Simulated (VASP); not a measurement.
The system is Ag.

```
Ag
1.0
     0.00000    2.04275    2.04275
     2.04275    0.00000    2.04275
     2.04275    2.04275    0.00000
Ag
1
Direct
  0.00000 0.00000 0.00000
```

Program: VASP 6.6.1. Alike in all runs: task single point; cell as given; cutoff (eV) 520; smearing fermi-dirac 0.05 eV.

**Question.** Order these runs on this cell by their pressure, lowest first.
A. level PBEsol; potentials or basis VASP PAW PBE potentials, release 64 (Ag); spin non-collinear, zero start, SOC; k mesh 11 × 11 × 11
B. level r2SCAN; potentials or basis VASP PAW PBE potentials, release 64 (Ag); spin off; k mesh 11 × 11 × 11
C. level BLYP; potentials or basis VASP PAW PBE potentials, release 64 (Ag); spin off; k mesh 6 × 6 × 6
D. level PBE; potentials or basis VASP PAW PBE potentials, release 64 (Ag); spin non-collinear, zero start, SOC; k mesh 8 × 8 × 8
E. level LDA; potentials or basis VASP PAW LDA potentials, release 64 (Ag); spin non-collinear, zero start, SOC; k mesh 8 × 8 × 8

**Answer.** E (-6.7 GPa), A (-3.2 GPa), B (1.4 GPa), D (5.0 GPa), C (13.1 GPa).

Caveats: some runs use coarse meshes; the PAW data sets were made with another functional, which shifts forces and pressure a little (some runs).
